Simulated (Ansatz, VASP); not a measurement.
# Two plane-wave programs on AlN

The input INCAR:

```
PREC = Accurate ; ENCUT = 520
EDIFF = 1E-6 ; ISMEAR = 0
SIGMA = 0.05 ; LREAL = False
LASPH = True ; NELM = 100
ALGO = Normal ; ISIF = 2
LWAVE = False ; LCHARG = False
GGA = PS ; NBANDS = 26
```

File KPOINTS:

```
Automatic mesh
0
Gamma
  6 6 6
```

The input POSCAR:

```
AlN
1.0
    4.3771405283      0.0000000000      0.0000000000
    0.0000000000     -4.3771405283      0.0000000000
    0.0000000000      0.0000000000     -4.3771405283
Al N
4 4
Direct
   -0.1017735824     -0.0287859161     -0.1017735824
    0.5000000000      0.5000000000      0.0000000000
    0.5000000000      0.0000000000      0.5000000000
    0.0000000000      0.5000000000      0.5000000000
    0.7500000000      0.7500000000      0.7500000000
    0.2500000000      0.2500000000      0.7500000000
    0.2500000000      0.7500000000      0.2500000000
    0.7500000000      0.2500000000      0.2500000000
```

Input for Ansatz:

```yaml
crystal:
  lattice:
    - [4.3771405283, 0.0, 0.0]
    - [0.0, -4.3771405283, 0.0]
    - [0.0, 0.0, -4.3771405283]
  atoms:
    - { symbol: Al, position: [-0.1017735824, -0.0287859161, -0.1017735824] }
    - { symbol: Al, position: [0.5, 0.5, 0.0] }
    - { symbol: Al, position: [0.5, 0.0, 0.5] }
    - { symbol: Al, position: [0.0, 0.5, 0.5] }
    - { symbol: "N", position: [0.75, 0.75, 0.75] }
    - { symbol: "N", position: [0.25, 0.25, 0.75] }
    - { symbol: "N", position: [0.25, 0.75, 0.25] }
    - { symbol: "N", position: [0.75, 0.25, 0.25] }
basis:
  ecutwfc: 420
kpoints:
  mp_grid: { grid: [6, 6, 6] }
hamiltonian:
  xc: pbesol
  pseudopotentials: { kind: paw, azcp: { folder: soft_1 } }
scf:
  occupations: { method: gaussian, width: 0.05 }
output:
  forces: true
  stress: true
  eigenvalues: true
```

Alike in both runs: task single point; functional PBEsol; k mesh 6 × 6 × 6; occupations gaussian, width 0.05 eV; no spin polarisation.

|  | VASP | Ansatz |
| --- | --- | --- |
| version | VASP 6.6.1 | Ansatz 0.2.0 |
| potentials or method | VASP PAW PBE potentials, release 64 (Al, N), cutoff 520 eV | scalar-relativistic, plane waves, PAW |
| valence electrons in the cell | 32 | 32 |

Ansatz gave:

```
gap on the k mesh at the Fermi level (eV)                     : 0.61
least direct gap on the mesh (eV)                             : 0.75
pressure (GPa)                                                : 24.2
traceless stress, the component that is largest in VASP (GPa) : 26.55
rms of the force components (eV/Å)                            : 10.030
```

Q: Estimate VASP's values.

A: gap on the k mesh at the Fermi level (eV): 0.60; least direct gap on the mesh (eV): 0.74; pressure (GPa): 24.1; traceless stress, the component that is largest in VASP (GPa): 26.39; rms of the force components (eV/Å): 9.967.

VASP's potentials were made for PBE, not for PBEsol, and Ansatz warns of the same on its side. Atom by atom the forces differ by 0.065 eV/Å (rms over components).
